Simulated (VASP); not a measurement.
Write the native input for VASP 6.6.1 that does the following.

```
Task                   : single point
Functional             : PBE
Potentials or basis    : VASP PAW PBE potentials, release 64 (Ag)
Cutoff                 : 520 eV
k mesh                 : 18 × 18 × 4
Occupations            : gaussian, width 0.1 eV
Spin                   : no spin polarisation
Dipole correction      : no
Further INCAR settings : ALGO = Normal; EDIFF = 1e-06; NBANDS = 30
```

The structure of Ag lies in POSCAR:

```
Ag
1.0
    2.9173698568      0.0000000000      0.0000000000
   -1.4586849284      2.5265164083      0.0000000000
    0.0000000000      0.0000000000      9.5080000000
Ag
4
Direct
    0.3333333333      0.6666666667      0.2500000000
    0.6666666667      0.3333333333      0.7500000000
    0.0000000000      0.0000000000      0.0000000000
    0.0000000000      0.0000000000      0.5000000000
```

This cell differs from its parent crystal: strained.

The input as run:

INCAR

```
SYSTEM = Ag
PREC = Accurate ; ENCUT = 520
EDIFF = 1E-6 ; ISMEAR = 0
SIGMA = 0.1 ; LREAL = .FALSE.
LASPH = .TRUE. ; NELM = 100
ALGO = Normal ; ISIF = 2
LWAVE = .FALSE. ; LCHARG = .FALSE.
GGA = PE ; NBANDS = 30
```

KPOINTS

```
regular mesh
0
G
  18 18 4
  0 0 0
```

Potentials or basis: VASP PAW PBE potentials, release 64 (Ag).

Launch:

```console
$ cat potpaw_PBE.64/Ag/POTCAR > POTCAR
$ mpirun -np 1 vasp_std > vasp.out
```

It gave:

The pressure is 1.7 GPa and the band gap on the k mesh is zero (band 22 reaches 11.44 eV, above the bottom of band 23 at 5.00 eV).

Caveat: the cell differs from its parent crystal (strained).

Wall time 62 s on 1 thread of Intel(R) Xeon(R) 6975P-C (Granite Rapids) (shared host), peak memory 0.3 GiB.
